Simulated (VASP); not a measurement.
# BP (I-4m2) in VASP: single point with LDA

Aim: the single point of BP with LDA.

All numbers are computed with VASP 6.6.1; they aren't measurements. Logs are shortened: lines on timing, memory, paths and dates and some standing lists are left out, and cuts for length are marked.

### 1 The cell of the first run

It takes space group I-4m2 (No. 119, tetragonal). Conventional cell: a = 3.209 Å, b = 3.209 Å, c = 4.674 Å, α = 90.00°, β = 90.00°, γ = 90.00°. Within 2.6 Å of B (site symmetry -4m2) lie 4 P at 1.98 Å. Within 2.6 Å of P (site symmetry -4m2) lie 4 B at 1.98 Å.

### 2 Single point, LDA (zz strain of +3 %)

INCAR reads:

```
SYSTEM = BP
PREC = Accurate ; ENCUT = 520
EDIFF = 1E-6 ; ISMEAR = -1
SIGMA = 0.05 ; LREAL = .False.
LASPH = .True. ; NELM = 100
ALGO = Normal ; ISIF = 2
LWAVE = .False. ; LCHARG = .False.
GGA = CA ; NBANDS = 11
```

KPOINTS reads:

```
Automatic mesh
0
Gamma
  15 15 15
  0 0 0
```

POSCAR reads:

```
BP
1.0
    0.0000000000      2.2690000000      2.3370700000
    2.2690000000      0.0000000000      2.3370700000
    2.2690000000      2.2690000000      0.0000000000
B P
1 1
Direct
    0.0000000000      0.0000000000      0.0000000000
    0.7500000000      0.7500000000      0.7500000000
```

Potentials or basis: VASP PAW LDA potentials, release 64 (B, P).

Launch:

```
$ cat potpaw_LDA.64/B/POTCAR potpaw_LDA.64/P/POTCAR > POTCAR
$ mpirun -np 1 vasp_std > vasp.out
```

OUTCAR:

```text
SYSTEM = BP
   PREC = Accurate
   ENCUT = 520
   EDIFF = 1E-6
   ISMEAR = -1
   LREAL = .False.
   LASPH = .True.
   NELM = 100
   ISIF = 2
   GGA = CA

 ion  position               nearest neighbor table
   1  0.000  0.000  0.000-   2 1.98   2 1.98   2 1.98   2 1.98
   2  0.750  0.750  0.750-   1 1.98   1 1.98   1 1.98   1 1.98

  LATTYP: Found a body centered tetragonal cell.
 ALAT       =     3.2088505730
 C/A-ratio  =     1.4566399692

  Lattice vectors:

 A1 = (  -2.2690000000,   0.0000000000,   2.3370700000)
 A2 = (   2.2690000000,   0.0000000000,   2.3370700000)
 A3 = (   0.0000000000,   2.2690000000,  -2.3370700000)

Analysis of symmetry for initial positions (statically):
=====================================================================
 Subroutine PRICEL returns:
 Original cell was already a primitive cell.

 Routine SETGRP: Setting up the symmetry group for a
 body centered tetragonal supercell.

 Subroutine GETGRP returns: Found  8 space group operations
 (whereof  8 operations were pure point group operations)
 out of a pool of 16 trial point group operations.

The static configuration has the point symmetry D_2d.

Analysis of symmetry for dynamics (positions and initial velocities):
=====================================================================
 Subroutine PRICEL returns:
 Original cell was already a primitive cell.

 Routine SETGRP: Setting up the symmetry group for a
 body centered tetragonal supercell.

 Subroutine GETGRP returns: Found  8 space group operations
 (whereof  8 operations were pure point group operations)
 out of a pool of 16 trial point group operations.

The dynamic configuration has the point symmetry D_2d.

 Subroutine INISYM returns: Found  8 space group operations
 (whereof  8 operations are pure point group operations),
 and found     1 'primitive' translations

----------------------------------------------------------------------------------------

                                     Primitive cell

  volume of cell :      24.0642

  direct lattice vectors                    reciprocal lattice vectors
     0.000000000  2.269000000  2.337070000    -0.220361393  0.220361393  0.213943100
     2.269000000  0.000000000  2.337070000     0.220361393 -0.220361393  0.213943100
     2.269000000  2.269000000  0.000000000     0.220361393  0.220361393 -0.213943100

  length of vectors
     3.257338973  3.257338973  3.208850573     0.378007853  0.378007853  0.378007853

  position of ions in fractional coordinates (direct lattice)
     0.000000000  0.000000000  0.000000000
     0.750000000  0.750000000  0.750000000

  ion indices of the primitive-cell ions
   primitive index   ion index
                 1           1
                 2           2

----------------------------------------------------------------------------------------

 KPOINTS: Automatic mesh

Automatic generation of k-mesh.
 Grid dimensions read from file:
 generate k-points for:   15   15   15

 Generating k-lattice:

  Cartesian coordinates                     Fractional coordinates (reciprocal lattice)
    -0.014690760  0.014690760  0.014262873     0.066666667  0.000000000  0.000000000
     0.014690760 -0.014690760  0.014262873     0.000000000  0.066666667  0.000000000
     0.014690760  0.014690760 -0.014262873     0.000000000  0.000000000  0.066666667

  Length of vectors
     0.025200524  0.025200524  0.025200524

  Shift w.r.t. Gamma in fractional coordinates (k-lattice)
     0.000000000  0.000000000  0.000000000

 Subroutine IBZKPT returns following result:
 ===========================================

 Found    288 irreducible k-points:

 Following reciprocal coordinates:
            Coordinates               Weight
  0.000000  0.000000  0.000000      1.000000
  0.066667  0.000000  0.000000      8.000000
  0.133333  0.000000  0.000000      8.000000
  0.200000 -0.000000  0.000000      8.000000
  0.266667  0.000000  0.000000      8.000000
  0.333333  0.000000  0.000000      8.000000
[... 16 lines left out ...]
  0.133333  0.133333  0.000000      2.000000
  0.200000  0.133333  0.000000      8.000000
 [... further k-points ...]
   k-points           NKPTS =    288   k-points in BZ     NKDIM =    288   number of bands    NBANDS=     11
   number of dos      NEDOS =    301   number of ions     NIONS =      2
   total plane-waves  NPLWV =  13824
   dimension x,y,z NGX =    24 NGY =   24 NGZ =   24
   dimension x,y,z NGXF=    48 NGYF=   48 NGZF=   48
   ions per type =               1   1
   NGX,Y,Z   is equivalent  to a cutoff of  12.25, 12.25, 12.43 a.u.
   NGXF,Y,Z  is equivalent  to a cutoff of  24.50, 24.50, 24.87 a.u.
 SYSTEM =  BP
   PREC   = accura    normal or accurate (medium, high low for compatibility)
   ISTART =      0    job   : 0-new  1-cont  2-samecut
   ICHARG =      2    charge: 1-file 2-atom 10-const
   ISPIN  =      1    spin polarized calculation?
   LNONCOLLINEAR =      F non collinear calculations
   LSORBIT =      F    spin-orbit coupling
   LASPH  =      T    aspherical Exc in radial PAW
   ENCUT  =  520.0 eV  38.22 Ry    6.18 a.u.   6.06  6.06  5.97*2*pi/ulx,y,z
   NELM   =    100;   NELMIN=  2; NELMDL= -5     # of ELM steps
   EDIFF  = 0.1E-05   stopping-criterion for ELM
   LREAL  =      F    real-space projection
   EDIFFG = 0.1E-04   stopping-criterion for IOM
   NSW    =      0    number of steps for IOM
   IBRION =     -1    ionic relax: 0-MD 1-quasi-New 2-CG
   NFREE  =      0    steps in history (QN), initial steepest desc. (CG)
   ISIF   =      2    stress and relaxation
   ISYM   =      2    0-nonsym 1-usesym 2-fastsym
   POTIM  = 0.5000    time-step for ionic-motion
   TEBEG  =    0.0;   TEEND  =   0.0 temperature during run
   PSTRESS=    0.0 pullay stress
   NELECT =       8.0000    total number of electrons
   NUPDOWN=      -1.0000    fix difference up-down
   EMIN   =  10.00;   EMAX   =-10.00  energy-range for DOS
   EFERMI =   0.00;   METHOD = LEGACY
   ISMEAR =    -1;   SIGMA  =   0.05  broadening in eV -4-tet -1-fermi 0-gaus
   EFERMI_NEDOS =   21; number of points for ismear=-14 and -15
   IALGO  =     38    algorithm
   IMIX   =      4    mixing-type and parameters
     AMIX     =   0.40;   BMIX     =  1.00
     AMIX_MAG =   1.60;   BMIX_MAG =  1.00
  volume/ion in A,a.u.               =      12.03        81.20
  Fermi-wavevector in a.u.,A,eV,Ry     =   1.134091  2.143121 17.499303  1.286163
  Thomas-Fermi vector in A             =   2.270795
   LORBIT       =      0    0 simple, 1 ext, 2 COOP (PROOUT), +10 PAW based schemes
   GGA     = CA    functional components
   LHFCALC =     F    Hartree Fock is set to
   AEXX    =    0.0000 exact exchange contribution
   IVDW    =     0    specifies the selected vdW correction
   LEPSILON=     F    determine dielectric tensor
   LRPA    =     F    only Hartree local field effects (RPA)
 non-spin polarized calculation
  energy-cutoff  :      520.00
  volume of cell :       24.06
 maximum number of plane-waves:       660
   NGX = 13   NGY = 13   NGZ = 11

 number of electron       7.9999999 magnetization

 Free energy of the ion-electron system (eV)
  ---------------------------------------------------
  ext. energy  EPLUGINS =         0.00000000
  ---------------------------------------------------
  free energy    TOTEN  =       -14.34313257 eV

  energy without entropy =      -14.34313244  energy(sigma->0) =      -14.34313250

 E-fermi :   7.6447     XC(G=0): -10.9673

 val. band max:        7.1564262269   @ k =   0.0000   0.0000   0.0000
 cond. band min:       8.1578319624   @ k =   0.4000   0.0000   0.4000
 fundamental gap:      1.0014057355
 Fermi energy:         7.6446603863

 k-point     1 :       0.0000    0.0000    0.0000
  band No.  band energies     occupation
      1      -8.0741      2.00000
      2       6.8629      2.00000
      3       7.1564      1.99989
      4       7.1564      1.99989
      5      10.3433      0.00000
      6      10.3433      0.00000
      7      10.5062      0.00000
      8      13.9665      0.00000
      9      18.1126      0.00000
     10      18.7511      0.00000
     11      19.5402      0.00000

 k-point     2 :       0.0667    0.0000    0.0000
  band No.  band energies     occupation
      1      -7.9959      2.00000
      2       6.3886      2.00000
      3       6.8528      2.00000
      4       7.0230      1.99999
      5      10.5353      0.00000
      6      10.5359      0.00000
      7      10.7378      0.00000
      8      14.2128      0.00000
      9      18.3441      0.00000
     10      18.4285      0.00000
     11      19.1242      0.00000

 k-point     3 :       0.1333    0.0000    0.0000
  band No.  band energies     occupation
      1      -7.7625      2.00000
      2       5.0544      2.00000
      3       6.4893      2.00000
      4       6.7124      2.00000
      5      10.8083      0.00000
      6      10.9935      0.00000
      7      11.1507      0.00000
      8      14.8775      0.00000
      9      17.8576      0.00000
     10      18.4416      0.00000
     11      19.0163      0.00000

 k-point     4 :       0.2000   -0.0000    0.0000
  band No.  band energies     occupation
      1      -7.3783      2.00000
      2       3.4987      2.00000
      3       6.0986      2.00000
      4       6.3608      2.00000
      5      10.8720      0.00000
      6      11.4885      0.00000
      7      11.5559      0.00000
      8      15.7058      0.00000
      9      17.6372      0.00000
     10      18.0303      0.00000
     11      19.5549      0.00000

 k-point     5 :       0.2667    0.0000    0.0000
  band No.  band energies     occupation
      1      -6.8532      2.00000
      2       1.9427      2.00000
      3       5.7439      2.00000
      4       6.0447      2.00000
      5      10.8010      0.00000
      6      11.7900      0.00000
      7      11.8250      0.00000
      8      16.4202      0.00000
      9      17.9556      0.00000
     10      18.1294      0.00000
     11      19.7220      0.00000
[... 211 lines left out ...]
 k-point    21 :      -0.1333    0.0667    0.0000
  band No.  band energies     occupation
      1      -7.5742      2.00000
      2       4.5173      2.00000
      3       5.6025      2.00000
      4       6.8535      2.00000
      5      10.9072      0.00000
      6      10.9957      0.00000
      7      11.7600      0.00000
      8      15.0319      0.00000
      9      17.5554      0.00000
     10      18.6919      0.00000
     11      19.4499      0.00000

 k-point    22 :      -0.0667    0.0667    0.0000
  band No.  band energies     occupation
      1      -7.8619      2.00000
      2       5.8781      2.00000
      3       6.0875      2.00000
      4       7.0627      1.99998
      5      10.5562      0.00000
      6      10.7029      0.00000
      7      11.3066      0.00000
      8      14.5243      0.00000
      9      18.2588      0.00000
     10      18.6519      0.00000
     11      18.8030      0.00000

 k-point    23 :       0.1333    0.1333    0.0000
  band No.  band energies     occupation
      1      -7.6742      2.00000
      2       5.5467      2.00000
      3       5.9274      2.00000
      4       5.9274      2.00000
      5       9.8677      0.00000
      6      12.0452      0.00000
      7      12.0452      0.00000
      8      14.2705      0.00000
      9      16.7814      0.00000
     10      19.3258      0.00000
     11      19.9694      0.00000

 k-point    24 :       0.2000    0.1333    0.0000
  band No.  band energies     occupation
      1      -7.3990      2.00000
      2       4.4585      2.00000
      3       5.5290      2.00000
      4       5.6562      2.00000
      5       9.8913      0.00000
      6      12.5006      0.00000
      7      12.6848      0.00000
      8      13.9266      0.00000
      9      17.1437      0.00000
     10      19.9205      0.00000
     11      20.0034      0.00000

 [... further k-points ...]
[... 5 lines left out ...]
  --------------------------------------------------------------------------------------
  -------------------------------------------------------------------------------------
  Total       -1.0496801     -1.0496801     -2.2516289      0.0000000      0.0000000     -0.0000000
  in kB      -69.8870709    -69.8870709   -149.9121013      0.0000000      0.0000000     -0.0000000
  external PRESSURE =     -96.5620810 kB  Pullay stress =       0.0000000 kB

 VOLUME and BASIS-vectors are now :
 -----------------------------------------------------------------------------
  energy-cutoff  :      520.00
  volume of cell :       24.06
      direct lattice vectors                 reciprocal lattice vectors
     0.000000000  2.269000000  2.337070000    -0.220361393  0.220361393  0.213943100
     2.269000000  0.000000000  2.337070000     0.220361393 -0.220361393  0.213943100
     2.269000000  2.269000000  0.000000000     0.220361393  0.220361393 -0.213943100

 POSITION                                       TOTAL-FORCE (eV/Angst)
 -----------------------------------------------------------------------------------
      0.00000      0.00000      0.00000        -0.000000     -0.000000      0.000000
      3.40350      3.40350      3.50561         0.000000      0.000000     -0.000000
 -----------------------------------------------------------------------------------
    total drift:                               -0.000000     -0.000000     -0.000000

  FREE ENERGIE OF THE ION-ELECTRON SYSTEM (eV)
  ---------------------------------------------------
  free  energy   TOTEN  =       -14.3431325691 eV

  energy  without entropy=      -14.3431324374  energy(sigma->0) =      -14.34313250
```

Wall time 17 s (1 thread of Intel Xeon 6975P-C (Granite Rapids), shared host); peak memory 0.17 GiB.

Results:

```yaml
Free_energy: -14.3431 eV
Pressure: -9.7 GPa
Band_gap_on_the_k_mesh: 1.00 eV, indirect (least direct gap 3.19 eV)
```

Levels at points of the mesh, in eV from the valence-band top:
```
           k point  band 1  band 2  band 3  band 4  band 5  band 6  band 7  band 8
(0.00, 0.00, 0.00)  -15.23   -0.29    0.00    0.00    3.19    3.19    3.35    6.81
```

Caveat: the cell differs from its parent crystal (zz strain of +3 %).
